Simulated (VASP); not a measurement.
A run of VASP 6.6.1 is set up as follows.

Contents of INCAR:

```
ALGO = Normal ; EDIFF = 1E-6
ENCUT = 520 ; GGA = PS
ISIF = 2 ; ISMEAR = 0
LASPH = True ; LCHARG = True
LELF = True ; LREAL = False
LVHAR = True ; LWAVE = False
NBANDS = 8 ; NELM = 60
PREC = Accurate ; SIGMA = 0.15
```

File KPOINTS:

```
k-points
0
Gamma
  16 16 16
```

File POSCAR:

```
Sb
1.0
    2.9072000000      0.0000000000      0.0000000000
    0.0000000000      2.9072000000      0.0000000000
    0.0000000000      0.0000000000      2.9072000000
Sb
1
Direct
    0.0000000000      0.0000000000      0.0000000000
```

Potentials or basis: VASP PAW PBE potentials, release 64 (Sb).

The run is started by

```bash
$ cat potpaw_PBE.64/Sb/POTCAR > POTCAR
$ mpirun -np 1 vasp_std > vasp.out
```

Question: Predict the pressure.

Answer: 14.2 GPa.

Caveat: the cell differs from its parent crystal (strain -0.080 along x and y, -0.080 along z); the PAW data sets were made with another functional, which shifts forces and pressure a little.
